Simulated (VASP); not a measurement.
# GaMo: single point with PBE

GaMo:

```
CELL_PARAMETERS angstrom
0.00000 2.56423 2.56423
2.56423 0.00000 2.56423
2.56423 2.56423 0.00000
ATOMIC_POSITIONS crystal
Ga 0.50000 0.50000 0.50000
Mo 0.00000 0.00000 0.00000
```

```json
{"Program": "VASP 6.6.1", "Task": "single point", "Functional": "PBE", "Potentials or basis": "VASP PAW PBE potentials, release 64 (Ga_d, Mo_sv)", "Cutoff": "520 eV", "k mesh": "7 × 7 × 7", "Occupations": "gaussian, width 0.2 eV", "Spin": "no spin polarisation", "Dipole correction": "no", "Further INCAR settings": "ALGO = Normal; EDIFF = 1e-07; NBANDS = 20"}
```

The pressure is 0.2 GPa.

Levels at points of the mesh, in eV from the Fermi level:
| k point | band 9 | band 10 | band 11 | band 12 | band 13 | band 14 | band 15 | band 16 | band 17 | band 18 |
| --- | --- | --- | --- | --- | --- | --- | --- | --- | --- | --- |
| (0.00, 0.00, 0.00) | -14.57 | -9.76 | -1.14 | -1.14 | -1.14 | -0.37 | -0.37 | 5.15 | 5.15 | 5.15 |

It took 30 s on 1 thread of AMD EPYC 7R13, with other jobs on the host, peak memory 0.13 GiB.
